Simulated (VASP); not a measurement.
# ZnS (I-4m2) in VASP: single point with r2SCAN

Aim: the single point of ZnS with r2SCAN.

Program: VASP 6.6.1. These are calculated values, not measurements. Logs are shortened: lines on timing, memory, paths and dates and some standing lists are left out, and cuts for length are marked.

## (1) The cell of the first run

It takes space group I-4m2 (No. 119, tetragonal). Conventional cell: a = 3.940 Å, b = 3.940 Å, c = 5.247 Å, α = 90.00°, β = 90.00°, γ = 90.00°. Zn (site symmetry -4m2) has 4 S at 2.37 Å within 3.1 Å. Within 3.1 Å of S (site symmetry -4m2) lie 4 Zn at 2.37 Å.

## (2) Single point, r2SCAN (strain +0.030 along x and y, -0.030 along z)

The input, POSCAR:

```
ZnS
1.0
    0.0000000000      2.7857895000      2.6235105000
    2.7857895000      0.0000000000      2.6235105000
    2.7857895000      2.7857895000      0.0000000000
Zn S
1 1
Direct
    0.0000000000      0.0000000000      0.0000000000
    0.7500000000      0.7500000000      0.7500000000
```

The input, INCAR.step1:

```
PREC = Accurate ; ENCUT = 520
ISMEAR = 0 ; SIGMA = 0.05
LREAL = False ; LASPH = True
NELM = 80 ; NBANDS = 16
GGA = PE ; ALGO = Normal
EDIFF = 1E-4 ; LWAVE = True
LCHARG = False
```

The input, INCAR.step2:

```
PREC = Accurate ; ENCUT = 520
EDIFF = 1E-7 ; ISMEAR = 0
SIGMA = 0.05 ; LREAL = False
LASPH = True ; NELM = 80
ALGO = Normal ; ISIF = 2
LWAVE = False ; LCHARG = False
METAGGA = R2SCAN ; LMIXTAU = True
NBANDS = 16 ; ISTART = 1
```

The input, KPOINTS:

```
regular mesh
0
Gamma
  8 8 8
```

Potentials or basis: VASP PAW PBE potentials, release 64 (Zn, S).

The run is started by

```sh
$ cat potpaw_PBE.64/Zn/POTCAR potpaw_PBE.64/S/POTCAR > POTCAR
$ cp INCAR.step1 INCAR
$ mpirun -np 1 vasp_std > vasp.out
$ cp INCAR.step2 INCAR
$ mpirun -np 1 vasp_std > vasp.out
```

OUTCAR:

```text
PREC = Accurate
   ENCUT = 520
   EDIFF = 1E-7
   ISMEAR = 0
   LREAL = False
   LASPH = True
   NELM = 80
   ISIF = 2
   METAGGA = R2SCAN
   ISTART = 1

 ion  position               nearest neighbor table
   1  0.000  0.000  0.000-   2 2.37   2 2.37   2 2.37   2 2.37
   2  0.750  0.750  0.750-   1 2.37   1 2.37   1 2.37   1 2.37

  LATTYP: Found a body centered tetragonal cell.
 ALAT       =     3.9397012928
 C/A-ratio  =     1.3318321898

  Lattice vectors:

 A1 = (   0.0000000000,  -2.7857895000,  -2.6235105000)
 A2 = (   0.0000000000,   2.7857895000,  -2.6235105000)
 A3 = (   2.7857895000,   0.0000000000,   2.6235105000)

Analysis of symmetry for initial positions (statically):
=====================================================================
 Subroutine PRICEL returns:
 Original cell was already a primitive cell.

 Routine SETGRP: Setting up the symmetry group for a
 body centered tetragonal supercell.

 Subroutine GETGRP returns: Found  8 space group operations
 (whereof  8 operations were pure point group operations)
 out of a pool of 16 trial point group operations.

The static configuration has the point symmetry D_2d.

Analysis of symmetry for dynamics (positions and initial velocities):
=====================================================================
 Subroutine PRICEL returns:
 Original cell was already a primitive cell.

 Routine SETGRP: Setting up the symmetry group for a
 body centered tetragonal supercell.

 Subroutine GETGRP returns: Found  8 space group operations
 (whereof  8 operations were pure point group operations)
 out of a pool of 16 trial point group operations.

The dynamic configuration has the point symmetry D_2d.

 Subroutine INISYM returns: Found  8 space group operations
 (whereof  8 operations are pure point group operations),
 and found     1 'primitive' translations

----------------------------------------------------------------------------------------

                                     Primitive cell

  volume of cell :      40.7202

  direct lattice vectors                    reciprocal lattice vectors
     0.000000000  2.785789500  2.623510500    -0.179482333  0.179482333  0.190584333
     2.785789500  0.000000000  2.623510500     0.179482333 -0.179482333  0.190584333
     2.785789500  2.785789500  0.000000000     0.179482333  0.179482333 -0.190584333

  length of vectors
     3.826673553  3.826673553  3.939701293     0.317411727  0.317411727  0.317411727

  position of ions in fractional coordinates (direct lattice)
     0.000000000  0.000000000  0.000000000
[... 79 lines left out ...]
   LREAL  =      F    real-space projection
   EDIFFG = 0.1E-05   stopping-criterion for IOM
   NSW    =      0    number of steps for IOM
   IBRION =     -1    ionic relax: 0-MD 1-quasi-New 2-CG
   NFREE  =      0    steps in history (QN), initial steepest desc. (CG)
   ISIF   =      2    stress and relaxation
   ISYM   =      2    0-nonsym 1-usesym 2-fastsym
   POTIM  = 0.5000    time-step for ionic-motion
   TEBEG  =    0.0;   TEEND  =   0.0 temperature during run
   PSTRESS=    0.0 pullay stress
   NELECT =      18.0000    total number of electrons
   NUPDOWN=      -1.0000    fix difference up-down
   EMIN   =  10.00;   EMAX   =-10.00  energy-range for DOS
   EFERMI =   0.00;   METHOD = LEGACY
   ISMEAR =     0;   SIGMA  =   0.05  broadening in eV -4-tet -1-fermi 0-gaus
   EFERMI_NEDOS =   21; number of points for ismear=-14 and -15
   IALGO  =     38    algorithm
   IMIX   =      4    mixing-type and parameters
     AMIX     =   0.40;   BMIX     =  1.00
     AMIX_MAG =   1.60;   BMIX_MAG =  1.00
  volume/ion in A,a.u.               =      20.36       137.40
  Fermi-wavevector in a.u.,A,eV,Ry     =   1.247084  2.356648 21.160048  1.555220
  Thomas-Fermi vector in A             =   2.381233
   LORBIT       =      0    0 simple, 1 ext, 2 COOP (PROOUT), +10 PAW based schemes
   METAGGA = R2SCAN    functional components
   LHFCALC =     F    Hartree Fock is set to
   AEXX    =    0.0000 exact exchange contribution
   IVDW    =     0    specifies the selected vdW correction
   LEPSILON=     F    determine dielectric tensor
   LRPA    =     F    only Hartree local field effects (RPA)
 non-spin polarized calculation
 Gauss-broadening in eV      SIGMA  =   0.05
  energy-cutoff  :      520.00
  volume of cell :       40.72
 maximum number of plane-waves:      1114
   NGX = 15   NGY = 15   NGZ = 15

 number of electron      18.0000000 magnetization

 Free energy of the ion-electron system (eV)
  ---------------------------------------------------
  ext. energy  EPLUGINS =         0.00000000
  ---------------------------------------------------
  free energy    TOTEN  =       -18.83896010 eV

  energy without entropy =      -18.83896010  energy(sigma->0) =      -18.83896010

 E-fermi :   1.8728     XC(G=0): -10.1272

 val. band max:        1.6597177355   @ k =   0.0000   0.0000   0.0000
 cond. band min:       4.0539506378   @ k =   0.0000   0.0000   0.0000
 fundamental gap:      2.3942329023
 Fermi energy:         1.8728257325

 k-point     1 :       0.0000    0.0000    0.0000
  band No.  band energies     occupation
      1     -11.9055      2.00000
      2      -4.8456      2.00000
      3      -4.8454      2.00000
      4      -4.8148      2.00000
      5      -4.3418      2.00000
      6      -4.3299      2.00000
[... 433 lines left out ...]
      3      -4.7002      2.00000
      4      -4.6185      2.00000
      5      -4.3420      2.00000
      6      -4.3040      2.00000
[... 8 lines left out ...]
     15      14.5585      0.00000
     16      15.3394      0.00000

 [... further k-points ...]

------------------------ aborting loop because EDIFF is reached ----------------------------------------

  FORCE on cell =-STRESS in cart. coord.  units (eV):
  Direction    XX          YY          ZZ          XY          YZ          ZX
  --------------------------------------------------------------------------------------
  -------------------------------------------------------------------------------------
  Total       -0.9511494     -0.9511494     -0.3369563      0.0000000      0.0000000      0.0000000
  in kB      -37.4239748    -37.4239748    -13.2579027      0.0000000      0.0000000      0.0000000
  external PRESSURE =     -29.3686174 kB  Pullay stress =       0.0000000 kB

 VOLUME and BASIS-vectors are now :
 -----------------------------------------------------------------------------
  energy-cutoff  :      520.00
  volume of cell :       40.72
      direct lattice vectors                 reciprocal lattice vectors
     0.000000000  2.785789500  2.623510500    -0.179482333  0.179482333  0.190584333
     2.785789500  0.000000000  2.623510500     0.179482333 -0.179482333  0.190584333
     2.785789500  2.785789500  0.000000000     0.179482333  0.179482333 -0.190584333

 POSITION                                       TOTAL-FORCE (eV/Angst)
 -----------------------------------------------------------------------------------
      0.00000      0.00000      0.00000         0.000000      0.000000     -0.000000
      4.17868      4.17868      3.93527        -0.000000     -0.000000      0.000000
 -----------------------------------------------------------------------------------
    total drift:                                0.000769      0.000769      0.001593

  FREE ENERGIE OF THE ION-ELECTRON SYSTEM (eV)
  ---------------------------------------------------
  free  energy   TOTEN  =       -18.8389600993 eV

  energy  without entropy=      -18.8389600993  energy(sigma->0) =      -18.83896010
```

OUTCAR.step1:

```text
PREC = Accurate
   ENCUT = 520
   ISMEAR = 0
   LREAL = False
   LASPH = True
[... 678 lines left out ...]
      0.00000      0.00000      0.00000        -0.000000     -0.000000      0.000000
      4.17868      4.17868      3.93527         0.000000      0.000000      0.000000
 -----------------------------------------------------------------------------------
    total drift:                                0.000002      0.000002      0.000017

  FREE ENERGIE OF THE ION-ELECTRON SYSTEM (eV)
  ---------------------------------------------------
  free  energy   TOTEN  =        -6.8402802174 eV

  energy  without entropy=       -6.8402802174  energy(sigma->0) =       -6.84028022
```

OSZICAR.step1:

```text
N       E                     dE             d eps       ncg     rms          rms(c)
DAV:   1     0.888021823761E+02    0.88802E+02   -0.89160E+03  1904   0.134E+03
DAV:   2    -0.149676947924E+01   -0.90299E+02   -0.84400E+02  2184   0.256E+02
DAV:   3    -0.720954173286E+01   -0.57128E+01   -0.56909E+01  2360   0.630E+01
DAV:   4    -0.726929138211E+01   -0.59750E-01   -0.59736E-01  2368   0.677E+00
DAV:   5    -0.727003730817E+01   -0.74593E-03   -0.74591E-03  2408   0.710E-01    0.648E+00
DAV:   6    -0.685996972684E+01    0.41007E+00   -0.73837E-01  2832   0.295E+01    0.510E+00
DAV:   7    -0.684059632323E+01    0.19373E-01   -0.24037E-01  2200   0.435E+00    0.261E+00
DAV:   8    -0.683984079524E+01    0.75553E-03   -0.49419E-03  2504   0.772E-01    0.676E-01
DAV:   9    -0.684011518500E+01   -0.27439E-03   -0.11900E-03  2328   0.279E-01    0.105E-01
DAV:  10    -0.684028685563E+01   -0.17167E-03   -0.21574E-04  2272   0.143E-01    0.610E-02
DAV:  11    -0.684028021743E+01    0.66382E-05   -0.33800E-05  1304   0.919E-02
   1 F= -.68402802E+01 E0= -.68402802E+01  d E =-.376062E-14
```

It took 82 s on 1 thread of Intel Xeon 6975P-C (Granite Rapids), shared host; peak memory 0.18 GiB.

Results:

| Item | Value |
| --- | --- |
| Free energy | -18.8390 eV |
| Pressure | -2.9 GPa |
| Band gap on the k mesh | 2.39 eV |

Caveat: the cell differs from its parent crystal (strain +0.030 along x and y, -0.030 along z); the PAW data sets were made with another functional, which shifts forces and pressure a little.
